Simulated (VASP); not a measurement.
# LiSi16 (a cell with a defect): single point with LDA

LiSi16 (a cell with a defect):

```
Si Li
1.0
     0.00000    5.43000    5.43000
     5.43000    0.00000    5.43000
     5.43000    5.43000    0.00000
Si Li
16 1
Direct
  0.00591 0.99115 0.00611
  0.12578 0.12550 0.12599
  0.00651 0.00618 0.49926
  0.14079 0.12612 0.61912
  0.99165 0.49884 0.99184
  0.11551 0.62261 0.11576
  0.00588 0.51307 0.48430
  0.12580 0.63295 0.61853
  0.49906 0.00619 0.00671
  0.61891 0.12611 0.14104
  0.50936 0.01643 0.50960
  0.63317 0.14038 0.63337
  0.48407 0.51307 0.00608
  0.61833 0.63294 0.12601
  0.49903 0.51368 0.49923
  0.61893 0.64790 0.61913
  0.81242 0.31954 0.81265
```

```json
{
 "Program": "VASP 6.6.1",
 "Task": "single point",
 "Functional": "LDA",
 "Potentials or basis": "VASP PAW LDA potentials, release 64 (Si, Li_sv)",
 "Cutoff": "520 eV",
 "k mesh": "2 × 2 × 2",
 "Occupations": "gaussian, width 0.02 eV",
 "Spin": "no spin polarisation"
}
```

- Largest force: 0.008 eV/Å

Forces in eV/Å, atoms in the order of the input:
```
Si   0.000  0.001 -0.001
Si  -0.004 -0.002 -0.003
Si   0.001 -0.002  0.003
Si  -0.002  0.006  0.001
Si   0.000  0.004 -0.001
Si   0.002  0.000  0.004
Si  -0.006 -0.004  0.001
Si   0.004 -0.002 -0.002
Si   0.003 -0.001  0.001
Si  -0.001  0.004  0.000
Si  -0.002 -0.004 -0.001
Si   0.000  0.003 -0.001
Si   0.003 -0.003 -0.007
Si  -0.002 -0.004  0.003
Si  -0.001  0.001  0.000
Si   0.006  0.000  0.005
Li  -0.001  0.003 -0.001
```

Levels at points of the mesh, in eV from the Fermi level:
```csv
k point,band 31,band 32,band 33,band 34,band 35,band 36
"(0.00, 0.00, 0.00)",-0.13,-0.07,-0.07,0.07,0.44,0.44
"(0.50, 0.00, 0.00)",-0.90,-0.87,-0.82,0.86,1.09,1.26
"(0.00, 0.50, 0.00)",-0.90,-0.87,-0.82,0.86,1.09,1.27
"(0.00, 0.00, 0.50)",-0.90,-0.87,-0.82,0.86,1.09,1.26
"(0.50, 0.50, 0.50)",-0.89,-0.80,-0.80,1.08,1.08,1.12
"(0.50, 0.50, 0.00)",-1.48,-1.40,-1.35,0.77,0.95,2.01
"(0.00, 0.50, 0.50)",-1.48,-1.40,-1.35,0.77,0.95,2.01
"(0.50, 0.00, 0.50)",-1.48,-1.40,-1.35,0.77,0.95,2.01
```

It took 3.4 min on 1 thread of Intel(R) Xeon(R) Platinum 8259CL CPU @ 2.50GHz (Skylake/Cascade Lake) (shared host), peak memory 0.39 GiB.

Caveat: the k points lie up to 0.50 Å⁻¹ apart; the cell carries a net charge on a neutralising background, which shifts energy and pressure; the cell is charged against a uniform background, so pressure and absolute levels hang on convention.
